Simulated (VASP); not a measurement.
# LiH (P6_3/mmc) in VASP: a series of runs, part 2 of 2

VASP 6.6.1. The steps go on from the part before.

## Step 3: Single point, r2SCAN (9.89 Å³/atom)

This run uses another cell than the first one, of 9.89 Å³/atom.

File POSCAR:

```
LiH
1.0
    3.3186596785      0.0000000000      0.0000000000
   -1.6593298393      2.8740435880      0.0000000000
    0.0000000000      0.0000000000      4.1488741849
Li H
2 2
Direct
    0.3333333333      0.6666666667      0.2500000000
    0.6666666667      0.3333333333      0.7500000000
    0.6666666667      0.3333333333      0.2500000000
    0.3333333333      0.6666666667      0.7500000000
```

File INCAR.step1:

```
SYSTEM = LiH
PREC = Accurate ; ENCUT = 520
ISMEAR = 0 ; SIGMA = 0.01
LREAL = .False. ; LASPH = .True.
NELM = 100 ; NBANDS = 12
GGA = PE ; ALGO = Normal
EDIFF = 1E-4 ; LWAVE = .True.
LCHARG = .False.
```

File INCAR.step2:

```
SYSTEM = LiH
PREC = Accurate ; ENCUT = 520
EDIFF = 1E-7 ; ISMEAR = 0
SIGMA = 0.01 ; LREAL = .False.
LASPH = .True. ; NELM = 100
ALGO = Normal ; ISIF = 2
LWAVE = .False. ; LCHARG = .False.
METAGGA = R2SCAN ; LMIXTAU = .True.
NBANDS = 12 ; ISTART = 1
```

File KPOINTS:

```
Automatic mesh
0
Gamma
  9 9 6
  0 0 0
```

Potentials or basis: VASP PAW PBE potentials, release 64 (Li_sv, H).

The run is started by

```
cat potpaw_PBE.64/Li_sv/POTCAR potpaw_PBE.64/H/POTCAR > POTCAR
cp INCAR.step1 INCAR
mpirun -np 1 vasp_std > vasp.out
cp INCAR.step2 INCAR
mpirun -np 1 vasp_std > vasp.out
```

OUTCAR:

```text
SYSTEM = LiH
   PREC = Accurate
   ENCUT = 520
   EDIFF = 1E-7
   ISMEAR = 0
   LREAL = .False.
   LASPH = .True.
   NELM = 100
   ISIF = 2
   METAGGA = R2SCAN
   ISTART = 1

 ion  position               nearest neighbor table
   1  0.333  0.667  0.250-
   2  0.667  0.333  0.750-
   3  0.667  0.333  0.250-
   4  0.333  0.667  0.750-

  LATTYP: Found a hexagonal cell.
 ALAT       =     3.3186596785
 C/A-ratio  =     1.2501656050

  Lattice vectors:

 A1 = (   3.3186596785,   0.0000000000,   0.0000000000)
 A2 = (  -1.6593298393,   2.8740435880,   0.0000000000)
 A3 = (   0.0000000000,   0.0000000000,   4.1488741849)

Analysis of symmetry for initial positions (statically):
=====================================================================
 Subroutine PRICEL returns:
 Original cell was already a primitive cell.

 Routine SETGRP: Setting up the symmetry group for a
 hexagonal supercell.

 Subroutine GETGRP returns: Found 24 space group operations
 (whereof 12 operations were pure point group operations)
 out of a pool of 24 trial point group operations.

The static configuration has the point symmetry D_3d.
 The point group associated with its full space group is D_6h.

Analysis of symmetry for dynamics (positions and initial velocities):
=====================================================================
 Subroutine PRICEL returns:
 Original cell was already a primitive cell.

 Routine SETGRP: Setting up the symmetry group for a
 hexagonal supercell.

 Subroutine GETGRP returns: Found 24 space group operations
 (whereof 12 operations were pure point group operations)
 out of a pool of 24 trial point group operations.

The dynamic configuration has the point symmetry D_3d.
 The point group associated with its full space group is D_6h.

[... 128 lines left out ...]
   LHFCALC =     F    Hartree Fock is set to
   AEXX    =    0.0000 exact exchange contribution
   IVDW    =     0    specifies the selected vdW correction
   LEPSILON=     F    determine dielectric tensor
   LRPA    =     F    only Hartree local field effects (RPA)
 non-spin polarized calculation
 Gauss-broadening in eV      SIGMA  =   0.01
  energy-cutoff  :      520.00
  volume of cell :       39.57
 maximum number of plane-waves:      1084
 NGX is ok and might be reduce to    28
   NGX = 13   NGY = 13   NGZ = 15

 number of electron       8.0000002 magnetization

 Free energy of the ion-electron system (eV)
  ---------------------------------------------------
  ext. energy  EPLUGINS =         0.00000000
  ---------------------------------------------------
  free energy    TOTEN  =       -13.52184034 eV

  energy without entropy =      -13.52184034  energy(sigma->0) =      -13.52184034

 E-fermi :  -0.5264     XC(G=0):  -7.9856

 val. band max:       -0.6720212323   @ k =   0.0000   0.0000   0.0000
 cond. band min:       1.7277714515   @ k =   0.3333   0.3333   0.0000
 fundamental gap:      2.3997926838
 Fermi energy:        -0.5264416990

 k-point     1 :       0.0000    0.0000    0.0000
  band No.  band energies     occupation
      1     -46.7758      2.00000
      2     -46.7307      2.00000
      3      -5.7193      2.00000
      4      -0.6720      2.00000
      5       2.9712      0.00000
      6      10.6669      0.00000
      7      10.6671      0.00000
      8      11.2404      0.00000
      9      13.3378      0.00000
     10      13.3378      0.00000
     11      15.1586      0.00000
     12      17.9027      0.00000
[... 331 lines left out ...]
 k-point    24 :       0.3333    0.3333    0.1667
  band No.  band energies     occupation
      1     -46.7468      2.00000
      2     -46.7468      2.00000
      3      -2.6896      2.00000
      4      -2.6895      2.00000
      5       1.9762      0.00000
      6       7.7099      0.00000
      7       7.7099      0.00000
      8       7.8290      0.00000
      9      11.6257      0.00000
     10      11.6258      0.00000
     11      14.2367      0.00000
     12      18.2725      0.00000

 [... further k-points ...]

------------------------ aborting loop because EDIFF is reached ----------------------------------------

  FORCE on cell =-STRESS in cart. coord.  units (eV):
  Direction    XX          YY          ZZ          XY          YZ          ZX
  --------------------------------------------------------------------------------------
  -------------------------------------------------------------------------------------
  Total       -0.4530824     -0.4530824     -0.5324469      0.0000000     -0.0000000      0.0000000
  in kB      -18.3443119    -18.3443119    -21.5576078      0.0000000     -0.0000000      0.0000000
  external PRESSURE =     -19.4154105 kB  Pullay stress =       0.0000000 kB

 VOLUME and BASIS-vectors are now :
 -----------------------------------------------------------------------------
  energy-cutoff  :      520.00
  volume of cell :       39.57
      direct lattice vectors                 reciprocal lattice vectors
     3.318659678  0.000000000  0.000000000     0.301326468  0.173970918  0.000000000
    -1.659329839  2.874043588  0.000000000     0.000000000  0.347941835  0.000000000
     0.000000000  0.000000000  4.148874185     0.000000000  0.000000000  0.241029242

 POSITION                                       TOTAL-FORCE (eV/Angst)
 -----------------------------------------------------------------------------------
     -0.00000      1.91603      1.03722         0.000000     -0.000000      0.000000
      1.65933      0.95801      3.11166        -0.000000      0.000000      0.000000
      1.65933      0.95801      1.03722        -0.000000      0.000000      0.000000
     -0.00000      1.91603      3.11166         0.000000      0.000000      0.000000
 -----------------------------------------------------------------------------------
    total drift:                               -0.000000      0.000000     -0.000000

  FREE ENERGIE OF THE ION-ELECTRON SYSTEM (eV)
  ---------------------------------------------------
  free  energy   TOTEN  =       -13.5218403397 eV

  energy  without entropy=      -13.5218403397  energy(sigma->0) =      -13.52184034
```

OUTCAR.step1:

```text
SYSTEM = LiH
   PREC = Accurate
   ENCUT = 520
   ISMEAR = 0
   LREAL = .False.
   LASPH = .True.
   NELM = 100
[... 591 lines left out ...]
      1.65933      0.95801      3.11166         0.000000     -0.000000      0.000000
      1.65933      0.95801      1.03722        -0.000000      0.000000      0.000000
     -0.00000      1.91603      3.11166         0.000000     -0.000000      0.000000
 -----------------------------------------------------------------------------------
    total drift:                               -0.000000      0.000000     -0.000000

  FREE ENERGIE OF THE ION-ELECTRON SYSTEM (eV)
  ---------------------------------------------------
  free  energy   TOTEN  =       -12.1515316194 eV

  energy  without entropy=      -12.1515316194  energy(sigma->0) =      -12.15153162
```

It took 1.8 min on 1 thread of Intel Xeon 8259CL, shared host; peak memory 0.17 GiB.

What came out:

```yaml
Free_energy: -13.5218 eV
Band_gap_on_the_k_mesh: 2.40 eV (least direct gap 3.64 eV)
```

Caveat: the cutoff is under 1.25 times the usual one of these potentials, so pressure, stress and relaxed cells hold a basis-set (Pulay) error; the PAW data sets were made with another functional, which shifts forces and pressure a little.

## Step 4: Single point, r2SCAN

This run uses another cell than the first one, of 9.33 Å³/atom.

File POSCAR:

```
LiH
1.0
    3.2548234050      0.0000000000      0.0000000000
   -1.6274117025      2.8187597536      0.0000000000
    0.0000000000      0.0000000000      4.0690682714
Li H
2 2
Direct
    0.3333333333      0.6666666667      0.2500000000
    0.6666666667      0.3333333333      0.7500000000
    0.6666666667      0.3333333333      0.2500000000
    0.3333333333      0.6666666667      0.7500000000
```

INCAR.step1: that of step 3 with these lines changed.

```diff
@@ -4,3 +4,3 @@
 LREAL = .False. ; LASPH = .True.
-NELM = 100 ; NBANDS = 12
+NELM = 60 ; NBANDS = 12
 GGA = PE ; ALGO = Normal
```

File INCAR.step2:

```
SYSTEM = LiH
PREC = Accurate ; ENCUT = 520
EDIFF = 1E-7 ; ISMEAR = 0
SIGMA = 0.01 ; LREAL = .False.
LASPH = .True. ; NELM = 60
ALGO = Normal ; ISIF = 2
LWAVE = .False. ; LCHARG = .True.
METAGGA = R2SCAN ; LMIXTAU = .True.
LELF = .True. ; LVHAR = .True.
NBANDS = 12 ; ISTART = 1
```

File KPOINTS:

```
Automatic mesh
0
Gamma
  12 12 6
  0 0 0
```

Potentials or basis: VASP PAW PBE potentials, release 64 (Li_sv, H).

The run is started by

```
cat potpaw_PBE.64/Li_sv/POTCAR potpaw_PBE.64/H/POTCAR > POTCAR
cp INCAR.step1 INCAR
mpirun -np 1 vasp_std > vasp.out
cp INCAR.step2 INCAR
mpirun -np 1 vasp_std > vasp.out
```

OUTCAR:

```text
SYSTEM = LiH
   PREC = Accurate
   ENCUT = 520
   EDIFF = 1E-7
   ISMEAR = 0
   LREAL = .False.
   LASPH = .True.
   NELM = 60
   ISIF = 2
   METAGGA = R2SCAN
   ISTART = 1

 ion  position               nearest neighbor table
   1  0.333  0.667  0.250-
   2  0.667  0.333  0.750-
   3  0.667  0.333  0.250-
   4  0.333  0.667  0.750-

  LATTYP: Found a hexagonal cell.
 ALAT       =     3.2548234050
[... 558 lines left out ...]

  FORCE on cell =-STRESS in cart. coord.  units (eV):
  Direction    XX          YY          ZZ          XY          YZ          ZX
  --------------------------------------------------------------------------------------
  -------------------------------------------------------------------------------------
  Total       -0.0476302     -0.0476302     -0.1052771      0.0000000      0.0000000      0.0000000
  in kB       -2.0441501     -2.0441501     -4.5181864      0.0000000      0.0000000      0.0000000
  external PRESSURE =      -2.8688288 kB  Pullay stress =       0.0000000 kB

 VOLUME and BASIS-vectors are now :
 -----------------------------------------------------------------------------
  energy-cutoff  :      520.00
  volume of cell :       37.33
      direct lattice vectors                 reciprocal lattice vectors
     3.254823405  0.000000000  0.000000000     0.307236331  0.177382978  0.000000000
    -1.627411702  2.818759754  0.000000000     0.000000000  0.354765956  0.000000000
     0.000000000  0.000000000  4.069068271     0.000000000  0.000000000  0.245756506

 POSITION                                       TOTAL-FORCE (eV/Angst)
 -----------------------------------------------------------------------------------
     -0.00000      1.87917      1.01727        -0.000000     -0.000000      0.000000
      1.62741      0.93959      3.05180         0.000000      0.000000      0.000000
      1.62741      0.93959      1.01727        -0.000000      0.000000      0.000000
     -0.00000      1.87917      3.05180         0.000000     -0.000000      0.000000
 -----------------------------------------------------------------------------------
    total drift:                               -0.000000      0.000000      0.000000

  FREE ENERGIE OF THE ION-ELECTRON SYSTEM (eV)
  ---------------------------------------------------
  free  energy   TOTEN  =       -13.5358462383 eV

  energy  without entropy=      -13.5358462383  energy(sigma->0) =      -13.53584624
```

It took 88 s on 1 thread of Intel Xeon 8259CL, shared host; peak memory 0.16 GiB.

What came out:

- Free energy: -13.5358 eV
- Band gap on the k mesh: 2.30 eV (least direct gap 3.61 eV)

Caveat: the cutoff is under 1.25 times the usual one of these potentials, so pressure, stress and relaxed cells hold a basis-set (Pulay) error; the PAW data sets were made with another functional, which shifts forces and pressure a little.

## Step 5: The runs side by side

| cell | k mesh | gap on the mesh (eV) |
| --- | --- | --- |
| a = 3.287, b = 3.287, c = 4.109 Å, angles 90.0, 90.0, 120.0°, 4 atoms | 9 × 9 × 6 | 2.35 |
| a = 3.319, b = 3.319, c = 4.149 Å, angles 90.0, 90.0, 120.0°, 4 atoms | 9 × 9 × 6 | 2.40 |
| a = 3.255, b = 3.255, c = 4.069 Å, angles 90.0, 90.0, 120.0°, 4 atoms | 12 × 12 × 6 | 2.30 |

Alike in all rows: task single point; level r2SCAN; potentials or basis VASP PAW PBE potentials, release 64 (Li_sv, H); no spin polarisation; cutoff (eV) 520; smearing gaussian 0.01 eV.

Caveats: the cutoff is under 1.25 times the usual one of these potentials, so pressure, stress and relaxed cells hold a basis-set (Pulay) error; the PAW data sets were made with another functional, which shifts forces and pressure a little.

Total energies depend on the potentials used, so only differences within one code and one set of settings carry meaning.
